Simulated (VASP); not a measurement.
# Ge (Fd-3m) in VASP: a series of runs

Runs on Ge. Level: PBEsol. Tasks: single point.

Program: VASP 6.6.1. These are calculated values, not measurements. Logs are shortened: lines on timing, memory, paths and dates and some standing lists are left out, and cuts for length are marked.

## Step 1: The cell of the first run

It takes space group Fd-3m (No. 227, cubic). Conventional cell: a = 5.505 Å, b = 5.505 Å, c = 5.505 Å, α = 90.00°, β = 90.00°, γ = 90.00°. Ge (site symmetry -43m) has 4 Ge at 2.38 Å within 3.1 Å.

## Step 2: Single point, PBEsol (strain -0.030 along x and y, -0.030 along z)

File INCAR:

```
PREC = Accurate
ENCUT = 520
EDIFF = 1E-6
ISMEAR = 0
SIGMA = 0.15
LREAL = F
LASPH = T
NELM = 100
ALGO = Normal
ISIF = 2
LWAVE = F
LCHARG = F
GGA = PS
NBANDS = 21
```

File KPOINTS:

```
regular mesh
0
Gamma
  18 18 18
```

File POSCAR:

```
Ge
1.0
    0.0000000000      2.7527443047      2.7527443047
    2.7527443047      0.0000000000      2.7527443047
    2.7527443047      2.7527443047      0.0000000000
Ge
2
Direct
    0.5000000000      0.5000000000      0.5000000000
    0.7500000000      0.7500000000      0.7500000000
```

Potentials or basis: VASP PAW PBE potentials, release 64 (Ge_d).

Command:

```sh
$ cat potpaw_PBE.64/Ge_d/POTCAR > POTCAR
$ mpirun -np 1 vasp_std > vasp.out
```

OUTCAR:

```text
PREC = Accurate
   ENCUT = 520
   EDIFF = 1E-6
   ISMEAR = 0
   LREAL = F
   LASPH = T
   NELM = 100
   ISIF = 2
   GGA = PS

 ion  position               nearest neighbor table
   1  0.500  0.500  0.500-   2 2.38   2 2.38   2 2.38   2 2.38
   2  0.750  0.750  0.750-   1 2.38   1 2.38   1 2.38   1 2.38

  LATTYP: Found a face centered cubic cell.
 ALAT       =     5.5054886094

  Lattice vectors:

 A1 = (   0.0000000000,   2.7527443047,   2.7527443047)
 A2 = (   2.7527443047,   0.0000000000,   2.7527443047)
 A3 = (   2.7527443047,   2.7527443047,   0.0000000000)

Analysis of symmetry for initial positions (statically):
=====================================================================
 Subroutine PRICEL returns:
 Original cell was already a primitive cell.

 Routine SETGRP: Setting up the symmetry group for a
 face centered cubic supercell.

 Subroutine GETGRP returns: Found 48 space group operations
 (whereof 24 operations were pure point group operations)
 out of a pool of 48 trial point group operations.

The static configuration has the point symmetry T_d .
 The point group associated with its full space group is O_h .

Analysis of symmetry for dynamics (positions and initial velocities):
=====================================================================
 Subroutine PRICEL returns:
 Original cell was already a primitive cell.

 Routine SETGRP: Setting up the symmetry group for a
 face centered cubic supercell.

 Subroutine GETGRP returns: Found 48 space group operations
 (whereof 24 operations were pure point group operations)
 out of a pool of 48 trial point group operations.

The dynamic configuration has the point symmetry T_d .
 The point group associated with its full space group is O_h .

 Subroutine INISYM returns: Found 48 space group operations
 (whereof 24 operations are pure point group operations),
 and found     1 'primitive' translations

----------------------------------------------------------------------------------------

                                     Primitive cell

  volume of cell :      41.7184

  direct lattice vectors                    reciprocal lattice vectors
     0.000000000  2.752744305  2.752744305    -0.181636921  0.181636921  0.181636921
     2.752744305  0.000000000  2.752744305     0.181636921 -0.181636921  0.181636921
     2.752744305  2.752744305  0.000000000     0.181636921  0.181636921 -0.181636921

  length of vectors
     3.892968329  3.892968329  3.892968329     0.314604376  0.314604376  0.314604376

  position of ions in fractional coordinates (direct lattice)
     0.500000000  0.500000000  0.500000000
     0.750000000  0.750000000  0.750000000

  ion indices of the primitive-cell ions
   primitive index   ion index
                 1           1
                 2           2

----------------------------------------------------------------------------------------

 KPOINTS: regular mesh

Automatic generation of k-mesh.
 Grid dimensions read from file:
 generate k-points for:   18   18   18

 Generating k-lattice:

  Cartesian coordinates                     Fractional coordinates (reciprocal lattice)
    -0.010090940  0.010090940  0.010090940     0.055555556  0.000000000  0.000000000
     0.010090940 -0.010090940  0.010090940     0.000000000  0.055555556  0.000000000
     0.010090940  0.010090940 -0.010090940     0.000000000  0.000000000  0.055555556

  Length of vectors
     0.017478021  0.017478021  0.017478021

  Shift w.r.t. Gamma in fractional coordinates (k-lattice)
     0.000000000  0.000000000  0.000000000

 Subroutine IBZKPT returns following result:
 ===========================================

 Found    195 irreducible k-points:

 Following reciprocal coordinates:
            Coordinates               Weight
  0.000000  0.000000  0.000000      1.000000
  0.055556  0.000000  0.000000      8.000000
  0.111111  0.000000  0.000000      8.000000
  0.166667  0.000000  0.000000      8.000000
  0.222222  0.000000  0.000000      8.000000
  0.277778  0.000000  0.000000      8.000000
[... 16 lines left out ...]
 -0.277778  0.055556  0.000000     24.000000
 -0.222222  0.055556  0.000000     24.000000
 [... further k-points ...]
   k-points           NKPTS =    195   k-points in BZ     NKDIM =    195   number of bands    NBANDS=     21
   number of dos      NEDOS =    301   number of ions     NIONS =      2
   total plane-waves  NPLWV =  27000
   dimension x,y,z NGX =    30 NGY =   30 NGZ =   30
   dimension x,y,z NGXF=    60 NGYF=   60 NGZF=   60
   ions per type =               2
   NGX,Y,Z   is equivalent  to a cutoff of  12.81, 12.81, 12.81 a.u.
   NGXF,Y,Z  is equivalent  to a cutoff of  25.62, 25.62, 25.62 a.u.
 SYSTEM =  unknown system
   PREC   = accura    normal or accurate (medium, high low for compatibility)
   ISTART =      0    job   : 0-new  1-cont  2-samecut
   ICHARG =      2    charge: 1-file 2-atom 10-const
   ISPIN  =      1    spin polarized calculation?
   LNONCOLLINEAR =      F non collinear calculations
   LSORBIT =      F    spin-orbit coupling
   LASPH  =      T    aspherical Exc in radial PAW
   ENCUT  =  520.0 eV  38.22 Ry    6.18 a.u.   7.24  7.24  7.24*2*pi/ulx,y,z
   NELM   =    100;   NELMIN=  2; NELMDL= -5     # of ELM steps
   EDIFF  = 0.1E-05   stopping-criterion for ELM
   LREAL  =      F    real-space projection
   EDIFFG = 0.1E-04   stopping-criterion for IOM
   NSW    =      0    number of steps for IOM
   IBRION =     -1    ionic relax: 0-MD 1-quasi-New 2-CG
   NFREE  =      0    steps in history (QN), initial steepest desc. (CG)
   ISIF   =      2    stress and relaxation
   ISYM   =      2    0-nonsym 1-usesym 2-fastsym
   POTIM  = 0.5000    time-step for ionic-motion
   TEBEG  =    0.0;   TEEND  =   0.0 temperature during run
   PSTRESS=    0.0 pullay stress
   NELECT =      28.0000    total number of electrons
   NUPDOWN=      -1.0000    fix difference up-down
   EMIN   =  10.00;   EMAX   =-10.00  energy-range for DOS
   EFERMI =   0.00;   METHOD = LEGACY
   ISMEAR =     0;   SIGMA  =   0.15  broadening in eV -4-tet -1-fermi 0-gaus
   EFERMI_NEDOS =   21; number of points for ismear=-14 and -15
   IALGO  =     38    algorithm
   IMIX   =      4    mixing-type and parameters
     AMIX     =   0.40;   BMIX     =  1.00
     AMIX_MAG =   1.60;   BMIX_MAG =  1.00
  volume/ion in A,a.u.               =      20.86       140.76
  Fermi-wavevector in a.u.,A,eV,Ry     =   1.433348  2.708635 27.952985  2.054486
  Thomas-Fermi vector in A             =   2.552876
   LORBIT       =      0    0 simple, 1 ext, 2 COOP (PROOUT), +10 PAW based schemes
   GGA     = PS    functional components
   LHFCALC =     F    Hartree Fock is set to
   AEXX    =    0.0000 exact exchange contribution
   IVDW    =     0    specifies the selected vdW correction
   LEPSILON=     F    determine dielectric tensor
   LRPA    =     F    only Hartree local field effects (RPA)
 non-spin polarized calculation
 Gauss-broadening in eV      SIGMA  =   0.15
  energy-cutoff  :      520.00
  volume of cell :       41.72
 maximum number of plane-waves:      1158
 NGX is ok and might be reduce to    30
   NGX = 15   NGY = 15   NGZ = 15

 number of electron      27.9999971 magnetization

 Free energy of the ion-electron system (eV)
  ---------------------------------------------------
  ext. energy  EPLUGINS =         0.00000000
  ---------------------------------------------------
  free energy    TOTEN  =        -9.78849493 eV

  energy without entropy =       -9.78841111  energy(sigma->0) =       -9.78845302

 E-fermi :   5.8577     XC(G=0): -10.5234

 val. band max:        5.6944160482   @ k =   0.0000   0.0000   0.0000
 cond. band min:       6.0586817965   @ k =   0.3889   0.3889   0.0000
 fundamental gap:      0.3642657483
 Fermi energy:         5.8577046246

 k-point     1 :       0.0000    0.0000    0.0000
  band No.  band energies     occupation
      1     -19.2036      2.00000
      2     -19.2036      2.00000
      3     -19.2036      2.00000
      4     -19.1601      2.00000
      5     -19.1601      2.00000
      6     -18.8990      2.00000
[... 13 lines left out ...]
     20      15.4019      0.00000
     21      15.4019      0.00000

 k-point     2 :       0.0556    0.0000    0.0000
  band No.  band energies     occupation
      1     -19.2063      2.00000
      2     -19.2063      2.00000
      3     -19.2030      2.00000
      4     -19.1565      2.00000
      5     -19.1565      2.00000
      6     -18.9026      2.00000
[... 13 lines left out ...]
     20      15.0096      0.00000
     21      15.0096      0.00000

 k-point     3 :       0.1111    0.0000    0.0000
  band No.  band energies     occupation
      1     -19.2123      2.00000
      2     -19.2123      2.00000
      3     -19.2012      2.00000
      4     -19.1480      2.00000
      5     -19.1480      2.00000
      6     -18.9099      2.00000
[... 13 lines left out ...]
     20      14.4719      0.00000
     21      14.4719      0.00000

 k-point     4 :       0.1667    0.0000    0.0000
  band No.  band energies     occupation
      1     -19.2186      2.00000
      2     -19.2186      2.00000
      3     -19.1984      2.00000
      4     -19.1379      2.00000
      5     -19.1379      2.00000
      6     -18.9178      2.00000
[... 13 lines left out ...]
     20      14.1110      0.00000
     21      14.1110      0.00000

 k-point     5 :       0.2222    0.0000    0.0000
  band No.  band energies     occupation
      1     -19.2240      2.00000
      2     -19.2240      2.00000
      3     -19.1950      2.00000
      4     -19.1283      2.00000
      5     -19.1283      2.00000
      6     -18.9248      2.00000
[... 13 lines left out ...]
     20      14.0268      0.00000
     21      14.0268      0.00000

 k-point     6 :       0.2778    0.0000    0.0000
  band No.  band energies     occupation
      1     -19.2281      2.00000
      2     -19.2281      2.00000
      3     -19.1914      2.00000
      4     -19.1202      2.00000
      5     -19.1202      2.00000
      6     -18.9304      2.00000
[... 13 lines left out ...]
     20      14.2729      0.00000
     21      14.2729      0.00000

 k-point     7 :       0.3333    0.0000    0.0000
  band No.  band energies     occupation
      1     -19.2308      2.00000
      2     -19.2308      2.00000
      3     -19.1880      2.00000
      4     -19.1144      2.00000
      5     -19.1144      2.00000
      6     -18.9340      2.00000
[... 13 lines left out ...]
     20      14.8349      0.00000
     21      14.8349      0.00000
[... 291 lines left out ...]
      1     -19.2368      2.00000
      2     -19.2349      2.00000
      3     -19.1778      2.00000
      4     -19.1079      2.00000
      5     -19.1041      2.00000
      6     -18.9418      2.00000
[... 13 lines left out ...]
     20      16.3846      0.00000
     21      17.0449      0.00000

 k-point    21 :      -0.3889    0.0556    0.0000
  band No.  band energies     occupation
      1     -19.2353      2.00000
      2     -19.2350      2.00000
      3     -19.1797      2.00000
      4     -19.1112      2.00000
      5     -19.1039      2.00000
      6     -18.9438      2.00000
[... 13 lines left out ...]
     20      15.3718      0.00000
     21      16.9624      0.00000

 k-point    22 :      -0.3333    0.0556    0.0000
  band No.  band energies     occupation
      1     -19.2347      2.00000
      2     -19.2323      2.00000
      3     -19.1832      2.00000
      4     -19.1156      2.00000
      5     -19.1058      2.00000
      6     -18.9441      2.00000
[... 13 lines left out ...]
     20      14.5108      0.00000
     21      16.0708      0.00000

 k-point    23 :      -0.2778    0.0556    0.0000
  band No.  band energies     occupation
      1     -19.2329      2.00000
      2     -19.2286      2.00000
      3     -19.1877      2.00000
      4     -19.1212      2.00000
      5     -19.1106      2.00000
      6     -18.9419      2.00000
[... 13 lines left out ...]
     20      13.8853      0.00000
     21      15.3203      0.00000

 k-point    24 :      -0.2222    0.0556    0.0000
  band No.  band energies     occupation
      1     -19.2296      2.00000
      2     -19.2239      2.00000
      3     -19.1927      2.00000
      4     -19.1285      2.00000
      5     -19.1182      2.00000
      6     -18.9370      2.00000
[... 13 lines left out ...]
     20      13.8617      0.00000
     21      14.8506      0.00000

 [... further k-points ...]

------------------------ aborting loop because EDIFF is reached ----------------------------------------

  FORCE on cell =-STRESS in cart. coord.  units (eV):
  Direction    XX          YY          ZZ          XY          YZ          ZX
  --------------------------------------------------------------------------------------
  -------------------------------------------------------------------------------------
  Total        1.9621787      1.9621787      1.9621787     -0.0000000      0.0000000      0.0000000
  in kB       75.3566400     75.3566400     75.3566400     -0.0000000      0.0000000      0.0000000
  external PRESSURE =      75.3566400 kB  Pullay stress =       0.0000000 kB

 VOLUME and BASIS-vectors are now :
 -----------------------------------------------------------------------------
  energy-cutoff  :      520.00
  volume of cell :       41.72
      direct lattice vectors                 reciprocal lattice vectors
     0.000000000  2.752744305  2.752744305    -0.181636921  0.181636921  0.181636921
     2.752744305  0.000000000  2.752744305     0.181636921 -0.181636921  0.181636921
     2.752744305  2.752744305  0.000000000     0.181636921  0.181636921 -0.181636921

 POSITION                                       TOTAL-FORCE (eV/Angst)
 -----------------------------------------------------------------------------------
      2.75274      2.75274      2.75274        -0.000000     -0.000000      0.000000
      4.12912      4.12912      4.12912         0.000000      0.000000     -0.000000
 -----------------------------------------------------------------------------------
    total drift:                                0.000000     -0.000000     -0.000000

  FREE ENERGIE OF THE ION-ELECTRON SYSTEM (eV)
  ---------------------------------------------------
  free  energy   TOTEN  =        -9.7884949335 eV

  energy  without entropy=       -9.7884111134  energy(sigma->0) =       -9.78845302
```

Run time: 92 s. Hardware: 1 thread of Intel Xeon Platinum 8488C (Sapphire Rapids), shared host; peak memory 0.26 GiB.

What came out:

```yaml
Free_energy: -9.7885 eV
Pressure: 7.5 GPa
Band_gap_on_the_k_mesh: 0.36 eV (least direct gap 0.76 eV)
```

Caveat: the cell differs from its parent crystal (strain -0.030 along x and y, -0.030 along z); the cell stands under pressure; semilocal functionals underestimate gaps, and a narrow one can read as zero; the PAW data sets were made with another functional, which shifts forces and pressure a little. A k mesh can miss the band edges.

## Step 3: Single point, PBEsol (strain -0.015 along x and y, -0.015 along z)

File INCAR:

```
SYSTEM = Ge
PREC = Accurate
ENCUT = 520
EDIFF = 1E-6
ISMEAR = 0
SIGMA = 0.15
LREAL = .False.
LASPH = .True.
NELM = 60
ALGO = Normal
ISIF = 2
LWAVE = .False.
LCHARG = .False.
GGA = PS
NBANDS = 21
```

File KPOINTS:

```
Automatic mesh
0
Gamma
  18 18 18
  0 0 0
```

File POSCAR:

```
Ge
1.0
    0.0000000000      2.7953125156      2.7953125156
    2.7953125156      0.0000000000      2.7953125156
    2.7953125156      2.7953125156      0.0000000000
Ge
2
Direct
    0.5000000000      0.5000000000      0.5000000000
    0.7500000000      0.7500000000      0.7500000000
```

Potentials or basis: VASP PAW PBE potentials, release 64 (Ge_d).

Command:

```sh
$ cat potpaw_PBE.64/Ge_d/POTCAR > POTCAR
$ mpirun -np 1 vasp_std > vasp.out
```

It took 98 s on 1 thread of Intel Xeon Platinum 8488C (Sapphire Rapids), shared host; peak memory 0.27 GiB.

Results (log left out):

```yaml
Free_energy: -9.8549 eV
Pressure: 3.3 GPa
Band_gap_on_the_k_mesh: 0.23 eV (least direct gap 0.32 eV)
```

Levels at points of the mesh, in eV from the valence-band top:
```csv
k point,band 11,band 12,band 13,band 14,band 15,band 16,band 17,band 18
"(0.00, 0.00, 0.00)",-13.08,0.00,0.00,0.00,0.32,2.55,2.55,2.55
"(0.50, 0.00, 0.00)",-10.89,-7.80,-1.47,-1.47,0.23,3.73,3.73,6.98
"(0.50, 0.50, 0.00)",-9.04,-9.04,-3.22,-3.22,0.62,0.62,9.79,9.79
```

Caveat: the cell differs from its parent crystal (strain -0.015 along x and y, -0.015 along z); the cell stands under pressure; semilocal functionals underestimate gaps, and a narrow one can read as zero; the PAW data sets were made with another functional, which shifts forces and pressure a little. A k mesh can miss the band edges.
